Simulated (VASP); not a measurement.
Cd:

```xyz
2
Lattice="2.9789 0.0000 0.0000 -1.4894 2.5798 0.0000 0.0000 0.0000 5.6177" Properties=species:S:1:pos:R:3 pbc="T T T"
Cd    0.0000    1.7199    1.4044
Cd    1.4894    0.8599    4.2132
```

- Program: VASP 6.6.1
- Task: relaxation of cell and atoms
- Functional: PBEsol
- Potentials or basis: VASP PAW PBE potentials, release 64 (Cd)
- Cutoff: 600 eV
- k mesh: 10 × 10 × 5
- Occupations: gaussian, width 0.1 eV
- Spin: no spin polarisation

At the start: pressure -1.3 GPa; volume 21.59 Å³/atom.

Question: Where does the relaxation end?

Answer: Over 5 steps the energy falls by 3.0 meV/atom and the volume is 21.01 Å³/atom (-2.6 %); space group P6_3/mmc (No. 194, to 0.05 Å).

The path:
| step | energy change (eV) | largest force (eV/Å) | pressure (GPa) | volume (Å³) |
| --- | --- | --- | --- | --- |
| 1 | 0.0000 | 0.0000 | -1.35 | 43.17 |
| 2 | -0.0053 | 0.0000 | 0.13 | 42.05 |
| 3 | -0.0053 | 0.0000 | 0.11 | 42.04 |
| 4 | -0.0060 | 0.0000 | 0.18 | 42.03 |
| 5 | -0.0060 | 0.0000 | 0.05 | 42.03 |

Final structure:
```
CELL_PARAMETERS angstrom
2.96548 0.00000 0.00000
-1.48274 2.56818 0.00000
0.00000 0.00000 5.51845
ATOMIC_POSITIONS crystal
Cd 0.33333 0.66667 0.25000
Cd 0.66667 0.33333 0.75000
```

Caveat: the PAW data sets were made with another functional, which shifts forces and pressure a little.
